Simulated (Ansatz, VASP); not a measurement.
## NiO: VASP beside Ansatz

INCAR

```
PREC = Accurate ; ENCUT = 600
EDIFF = 1E-7 ; ISMEAR = -1
SIGMA = 0.05 ; LREAL = False
LASPH = True ; NELM = 150
ALGO = Normal ; ISIF = 3
LWAVE = False ; LCHARG = False
ISPIN = 2 ; MAGMOM = 1 0
LORBIT = 11 ; LMAXMIX = 4
GGA = PS ; IVDW = 13
IBRION = 2 ; NSW = 60
EDIFFG = -0.01
```

The input KPOINTS:

```
Automatic mesh
0
Gamma
  11 11 11
```

File POSCAR:

```
NiO
1.0
    0.0000000000      2.0859016414      2.0859016414
    2.0859016414      0.0000000000      2.0859016414
    2.0859016414      2.0859016414      0.0000000000
Ni O
1 1
Direct
    0.0000000000      0.0000000000      0.0000000000
    0.5000000000      0.5000000000      0.5000000000
```

File input.yaml:

```yaml
crystal:
  lattice:
    - [0.0, 2.0859016414, 2.0859016414]
    - [2.0859016414, 0.0, 2.0859016414]
    - [2.0859016414, 2.0859016414, 0.0]
  atoms:
    - { symbol: Ni, position: [0.0, 0.0, 0.0], spin: 1.0 }
    - { symbol: O, position: [0.5, 0.5, 0.5] }
hamiltonian:
  xc: pbesol
  pseudopotentials: { kind: paw }
  dispersion: d4
magnetization:
  spin_polarized: true
kpoints:
  mp_grid: { grid: [11, 11, 11] }
scf:
  occupations: { method: fermi_dirac, width: 0.05 }
output:
  forces: true
  stress: true
relax:
  f_tol: 0.01
  max_steps: 40
  cell: { stress_tol: 0.05 }
```

Alike in both runs: task relaxation of cell and atoms; functional PBEsol; dispersion D4; k mesh 11 × 11 × 11; occupations fermi-dirac, width 0.05 eV; collinear spin.

|  | VASP | Ansatz |
| --- | --- | --- |
| version | VASP 6.6.1 | Ansatz 0.2.0 |
| potentials or method | VASP PAW PBE potentials, release 64 (Ni, O) | Ansatz PAW |
| plane-wave cutoff (eV) | 600 | 420 |
| valence electrons in the cell | 16 | 24 |

Ansatz gave:

```
net moment per atom (μB)                                      : 0.63
size of the moment on the site where the two differ most (μB) : 1.02
relaxed volume (Å³/atom)                                      : 8.63
relaxed cell length with the largest relative difference (Å)  : 2.901
```

Q: Estimate VASP's values.

A: net moment per atom (μB): 0.60; size of the moment on the site where the two differ most (μB): 1.00; relaxed volume (Å³/atom): 8.62; relaxed cell length with the largest relative difference (Å): 2.899.

VASP's potentials were made for PBE, not for PBEsol. Site moments also hang on the region over which each program counts them. VASP's potentials hold 16 valence electrons a cell and Ansatz's 24, so a difference there can come from the potentials and not from the codes.

Noted on Ansatz's run: the plane-wave basis is chosen anew once the cell has moved, so the energies of steps on either side of that aren't comparable.
